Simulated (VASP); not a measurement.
# Ba: electric field gradients with PBEsol

Ba:

```
CELL_PARAMETERS angstrom
-2.45000 2.50000 2.50000
2.50000 -2.45000 2.50000
2.50000 2.50000 -2.45000
ATOMIC_POSITIONS crystal
Ba 0.00000 0.00000 0.00000
```

This cell differs from its parent crystal: equal xy, yz and zx shear strains of +2 %.

```json
{
  "Program": "VASP 6.6.1",
  "Task": "electric field gradients",
  "Functional": "PBEsol",
  "Potentials or basis": "VASP PAW PBE potentials, release 64 (Ba_sv)",
  "Cutoff": "520 eV",
  "k mesh": "10 × 10 × 10",
  "Occupations": "fermi-dirac, width 0.05 eV",
  "Spin": "no spin polarisation",
  "Dipole correction": "no",
  "Further INCAR settings": "ALGO = Normal; EDIFF = 1e-08; NBANDS = 11"
}
```

```yaml
Pressure: -0.5 GPa
Band_gap_on_the_k_mesh: zero (band 5 reaches 1.89 eV, above the bottom of band 6 at 1.01 eV)
```

Stress tensor (GPa, compression positive):
```
-0.54 -0.19 -0.19
-0.19 -0.54 -0.19
-0.19 -0.19 -0.54
```

Levels at points of the mesh, in eV from the Fermi level:
```
           k point  band 3  band 4  band 5  band 6  band 7  band 8
(0.00, 0.00, 0.00)  -13.75  -13.75   -2.76    1.75    1.75    1.99
(0.50, 0.00, 0.00)  -13.90  -13.76   -0.91    0.67    1.23    3.30
(0.50, 0.50, 0.00)  -13.92  -13.76   -0.88    0.70    1.36    3.18
(0.50, 0.50, 0.50)  -14.11  -14.06   -0.53   -0.53    4.30    4.44
```

Electric field gradients, principal values (V/Å²):
```csv
atom,least,middle,greatest (by size)
1 Ba,4.614,4.614,-9.228
```

Run time: 43 s on 1 thread of Intel(R) Xeon(R) Platinum 8259CL CPU @ 2.50GHz (Skylake/Cascade Lake) (shared host), peak memory 0.22 GiB.

Caveat: the cell differs from its parent crystal (equal xy, yz and zx shear strains of +2 %); without QUAD_EFG the Cq values of the log hold for a quadrupole moment of 1 mb, not for the nuclei; the PAW data sets were made with another functional, which shifts forces and pressure a little; spin-orbit coupling is left out, which moves the levels of the heavy elements.
